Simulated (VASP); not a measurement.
Crystal: YPt3F2.

```
Y Pt F
1.0
     5.78158    0.00000    0.00000
    -2.89079    5.00700    0.00000
     0.00000    0.00000    3.17381
Y Pt F
1 3 2
Direct
  0.00000 0.00000 0.00000
  0.50000 0.00000 0.50000
  0.50000 0.50000 0.50000
  0.00000 0.50000 0.50000
  0.33333 0.66667 0.00000
  0.66667 0.33333 0.00000
```

```yaml
Program: VASP 6.6.1
Task: relaxation of cell and atoms
Functional: PBE
Potentials_or_basis: VASP PAW PBE potentials, release 64 (Y_sv, Pt, F)
Cutoff: 600 eV
k_mesh: 3 × 3 × 6
Occupations: gaussian, width 0.1 eV
Spin: no spin polarisation
```

At the start: pressure 14.5 GPa; volume 15.31 Å³/atom.

Q: Where does the relaxation end?

A: Over 12 steps the energy falls by 592.9 meV/atom and the volume is 16.89 Å³/atom (+10.3 %); space group P6/mmm (No. 191, to 0.05 Å).

Step by step:
| step | energy change (eV) | largest force (eV/Å) | pressure (GPa) | volume (Å³) |
| --- | --- | --- | --- | --- |
| 1 | 0.0000 | 0.0000 | 14.47 | 91.88 |
| 2 | -1.0755 | 0.0000 | -9.75 | 111.02 |
| 3 | -1.0994 | 0.0000 | -7.53 | 108.05 |
| 4 | -2.6040 | 0.0000 | -5.86 | 104.75 |
| 5 | 0.9576 | 0.0000 | 55.56 | 86.31 |
| 6 | -3.2295 | 0.0000 | -2.83 | 102.14 |
| 7 | -3.4990 | 0.0000 | 4.65 | 98.19 |
| 8 | -3.4940 | 0.0000 | 5.39 | 97.86 |
| 9 | -3.3826 | 0.0000 | -6.42 | 106.27 |
| 10 | -3.5554 | 0.0000 | 0.36 | 101.18 |
| 11 | -3.5556 | 0.0000 | 0.59 | 101.02 |
| 12 | -3.5574 | 0.0000 | -0.06 | 101.34 |

Final structure:
```
CELL_PARAMETERS angstrom
5.08118 0.00000 0.00000
-2.54059 4.40043 0.00000
0.00000 0.00000 4.53228
ATOMIC_POSITIONS crystal
Y 0.00000 0.00000 0.00000
Pt 0.50000 0.00000 0.50000
Pt 0.50000 0.50000 0.50000
Pt 0.00000 0.50000 0.50000
F 0.33333 0.66667 0.00000
F 0.66667 0.33333 0.00000
```

Caveat: the k points lie up to 0.48 Å⁻¹ apart in the final cell; an odd number of electrons without spin polarisation forces a metal; a magnetic or distorted state may lie lower.
